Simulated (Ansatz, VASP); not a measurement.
Two plane-wave programs on Al2Cu

INCAR

```
SYSTEM = Al2Cu
PREC = Accurate
ENCUT = 520
EDIFF = 1E-6
ISMEAR = 1
SIGMA = 0.05
LREAL = .FALSE.
LASPH = .TRUE.
NELM = 100
ALGO = Fast
ISIF = 2
LWAVE = .FALSE.
LCHARG = .FALSE.
GGA = PS
NBANDS = 16
```

KPOINTS

```
regular mesh
0
G
  10 10 14
  0 0 0
```

File POSCAR:

```
Al2Cu
1.0
    4.1051820000      0.0000000000      0.0000000000
    0.0000000000      4.1051820000      0.0000000000
    0.0000000000      0.0000000000      2.8913130000
Al Cu
2 1
Direct
    0.5000000000      0.0000000000      0.5000000000
    0.0000000000      0.5000000000      0.5000000000
    0.0000000000      0.0000000000      0.0000000000
```

Input for Ansatz:

```yaml
crystal:
  lattice:
    - [4.105182, 0.0, 0.0]
    - [0.0, 4.105182, 0.0]
    - [0.0, 0.0, 2.891313]
  atoms:
    - { symbol: Al, position: [0.5, 0.0, 0.5] }
    - { symbol: Al, position: [0.0, 0.5, 0.5] }
    - { symbol: Cu, position: [0.0, 0.0, 0.0] }
basis:
  ecutwfc: 420
kpoints:
  mp_grid: { grid: [10, 10, 14] }
hamiltonian:
  xc: pbesol
scf:
  occupations: { method: cold, width: 0.05 }
output:
  forces: true
  stress: true
  eigenvalues: true
```

Alike in both runs: task single point; functional PBEsol; k mesh 10 × 10 × 14; no spin polarisation.

|  | VASP | Ansatz |
| --- | --- | --- |
| version | VASP 6.6.1 | Ansatz 0.2.0 |
| potentials or method | VASP PAW PBE potentials, release 64 (Al, Cu), cutoff 520 eV | scalar-relativistic, plane waves, PAW |
| occupations | methfessel-paxton of order 1, width 0.05 eV | cold, width 0.05 eV |
| valence electrons in the cell | 17 | 25 |

|  | VASP | Ansatz | Ansatz less VASP |
| --- | --- | --- | --- |
| gap on the k mesh at the Fermi level (eV) | none | none | - |
| pressure (GPa) | -2.3 | -2.4 | -0.08 |
| traceless stress, the component that is largest in VASP (GPa) | -0.61 | -0.61 | +0.001 |

VASP's potentials were made for PBE, not for PBEsol. A gap of «none» marks a metal or a gap that the smearing closes. VASP's potentials hold 17 valence electrons a cell and Ansatz's 25, so a difference there can come from the potentials and not from the codes.
